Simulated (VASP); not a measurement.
SbW (wurtzite type), 4 atoms in the cell. It takes space group P6_3mc (No. 186, hexagonal). The conventional cell has a = 2.841 Å, b = 2.841 Å, c = 9.195 Å, α = 90.00°, β = 90.00°, γ = 120.00°. W (site symmetry 3m) has 4 Sb at 2.52 to 2.65 Å and 6 W at 2.84 Å within 3.3 Å. Sb (site symmetry 3m) has 4 W at 2.52 to 2.65 Å and 6 Sb at 2.84 Å within 3.3 Å. 

* Program: VASP 6.6.1
* Task: single point
* Functional: PBEsol
* Potentials or basis: VASP PAW PBE potentials, release 64 (W_sv, Sb)
* Cutoff: 520 eV
* k mesh: 9 × 9 × 5
* Occupations: fermi-dirac, width 0.05 eV
* Spin: no spin polarisation
* Dipole correction: no
* Further INCAR settings: ALGO = Normal; EDIFF = 1e-06; NBANDS = 27

Potentials or basis: VASP PAW PBE potentials, release 64 (W_sv, Sb).

Run with:

```sh
$ cat potpaw_PBE.64/W_sv/POTCAR potpaw_PBE.64/Sb/POTCAR > POTCAR
$ mpirun -np 1 vasp_std > vasp.out
```

Hardware: 1 thread of Intel(R) Xeon(R) 6975P-C (Granite Rapids), on a shared host.

Task: Estimate the wall time of this run.

Result: It took 23 s on 1 thread of Intel(R) Xeon(R) 6975P-C (Granite Rapids), on a shared host, peak memory 0.21 GiB. Counts: scf iterations 12, k points 36.
